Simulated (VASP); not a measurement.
Crystal: GaSb.

```xyz
2
Lattice="0.0000 3.0590 3.0590 3.0590 0.0000 3.0590 3.0590 3.0590 0.0000" Properties=species:S:1:pos:R:3 pbc="T T T"
Sb    4.5885    4.5885    4.5885
Ga    0.0000    0.0000    0.0000
```

Program: VASP 6.6.1. Alike in all runs: task single point; potentials or basis VASP PAW PBE potentials, release 64 (Sb, Ga_d); no spin polarisation; cell as given; cutoff (eV) 520.

Problem. Order these runs on this cell by their pressure, lowest first.
A. level HF; k mesh 4 × 4 × 4; smearing fermi-dirac 0.05 eV; grid for exact exchange (PRECFOCK) Normal
B. level PBE; k mesh 8 × 8 × 8; smearing gaussian 0.021 eV
C. level SVWN5; k mesh 8 × 8 × 8; smearing fermi-dirac 0.05 eV
D. level BLYP; k mesh 8 × 8 × 8; smearing fermi-dirac 0.05 eV
E. level BLYP+D4; k mesh 8 × 8 × 8; smearing fermi-dirac 0.05 eV

Solution. A (-22.2 GPa), C (-1.6 GPa), E (0.6 GPa), B (2.4 GPa), D (5.6 GPa).

Caveats: some runs use coarse meshes; the PAW data sets were made with another functional, which shifts forces and pressure a little (some runs); pairwise dispersion overbinds metals, which lowers pressure and volume (some runs).
